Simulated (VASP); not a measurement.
Input of a VASP 6.6.1 run:

File INCAR:

```
SYSTEM = Ir
ALGO = Normal ; EDIFF = 1E-6
ENCUT = 500 ; GGA = PE
GGA_COMPAT = .False. ; ISIF = 2
ISMEAR = -1 ; LASPH = .True.
LCHARG = .False. ; LREAL = .False.
LWAVE = .False. ; NBANDS = 10
NELM = 120 ; PREC = Accurate
SIGMA = 0.05
```

KPOINTS

```
k-points
0
Gamma
  19 19 19
  0 0 0
```

File POSCAR:

```
Ir
1.0
    0.0000000000      1.7297870119      1.7297870119
    1.7297870119      0.0000000000      1.7297870119
    1.7297870119      1.7297870119      0.0000000000
Ir
1
Direct
    0.0000000000      0.0000000000      0.0000000000
```

Potentials or basis: VASP PAW PBE potentials, release 64 (Ir).

The run is started by

```console
$ cat potpaw_PBE.64/Ir/POTCAR > POTCAR
$ mpirun -np 1 vasp_std > vasp.out
```

(1) Predict the pressure.

(2) Predict the band gap on the k mesh.

## Answers

(1) 275.1 GPa.

(2) zero (an odd number of electrons rules out a gap without spin polarisation).

Caveat: the cell stands under pressure; spin-orbit coupling is left out, which moves the levels of the heavy elements.
